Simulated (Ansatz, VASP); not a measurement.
# Two plane-wave programs on RuW3

```
Ru W
1.0
     3.97428    0.00000    0.00000
     0.00000    3.97428    0.00000
     0.00000    0.00000    3.97428
Ru W
1 3
Direct
  0.00000 0.00000 0.00000
  0.00000 0.50000 0.50000
  0.50000 0.00000 0.50000
  0.50000 0.50000 0.00000
```

Alike in both runs: functional PBE; k mesh 12 × 12 × 12; occupations gaussian, width 0.1 eV; no spin polarisation.

Ansatz relaxed the structure, and its values are those at the end. VASP's run is a single point on that final structure, the one shown.

|  | VASP | Ansatz |
| --- | --- | --- |
| version | VASP 6.6.1 | Ansatz 0.2.0 |
| potentials or method | VASP PAW PBE potentials, release 64 (Ru_pv, W_sv), cutoff 520 eV | scalar-relativistic, plane waves, PAW |
| valence electrons in the cell | 56 | 58 |

```csv
,VASP,Ansatz,Ansatz less VASP
gap on the k mesh at the Fermi level (eV),none,none,-
pressure (GPa),0.5,0.0,-0.49
```

A gap of «none» marks a metal or a gap that the smearing closes. VASP's potentials hold 56 valence electrons a cell and Ansatz's 58, so a difference there can come from the potentials and not from the codes.

Neither program's run includes spin-orbit coupling.
